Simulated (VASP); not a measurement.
Crystal: W.

```xyz
3
Lattice="4.4740 0.0000 0.0000 -2.2370 3.8746 0.0000 0.0000 0.0000 2.7426" Properties=species:S:1:pos:R:3 pbc="T T T"
W     0.0000    0.0000    0.0000
W     0.0000    2.5831    1.3713
W     2.2370    1.2915    1.3713
```

```yaml
Program: VASP 6.6.1
Task: relaxation of cell and atoms
Functional: RPBE
Potentials_or_basis: VASP PAW PBE potentials, release 64 (W_sv)
Cutoff: 600 eV
k_mesh: 8 × 8 × 11
Occupations: fermi-dirac, width 0.1 eV
Spin: no spin polarisation
```

At the start: pressure 18.0 GPa; volume 15.85 Å³/atom.

Question: Where does the relaxation end?

Answer: Over 12 steps the energy falls by 183.9 meV/atom and the volume is 16.80 Å³/atom (+6.0 %); space group P6/mmm (No. 191, to 0.05 Å).

Step by step:
```
step  energy change (eV)  largest force (eV/Å)  pressure (GPa)  volume (Å³)
   1              0.0000                0.0000           18.01        47.54
   2              0.7398                0.0000          -30.81        60.37
   3             -0.4439                0.0000           -8.74        52.15
   4             -0.4457                0.0000           -7.39        51.85
   5             -0.1801                0.0000           10.53        49.16
   6             -0.5468                0.0000           -2.79        50.94
   7             -0.5472                0.0000           -2.50        50.89
   8             -0.5372                0.0000            4.58        49.54
   9             -0.5517                0.0000           -0.06        50.40
  10             -0.5517                0.0000           -0.01        50.39
  11             -0.5517                0.0000            0.09        50.38
  12             -0.5517                0.0000            0.05        50.39
```

Final structure:
```cif
data_structure
_symmetry_space_group_name_H-M 'P 1'
_symmetry_Int_Tables_number 1
_cell_length_a 4.7083
_cell_length_b 4.7083
_cell_length_c 2.6244
_cell_angle_alpha 90.000
_cell_angle_beta 90.000
_cell_angle_gamma 120.000
_cell_volume 50.39
loop_
_atom_site_label
_atom_site_type_symbol
_atom_site_fract_x
_atom_site_fract_y
_atom_site_fract_z
_atom_site_occupancy
W1 W 0.00000 0.00000 0.00000 1
W2 W 0.33333 0.66667 0.50000 1
W3 W 0.66667 0.33333 0.50000 1
```

Caveat: the PAW data sets were made with another functional, which shifts forces and pressure a little.
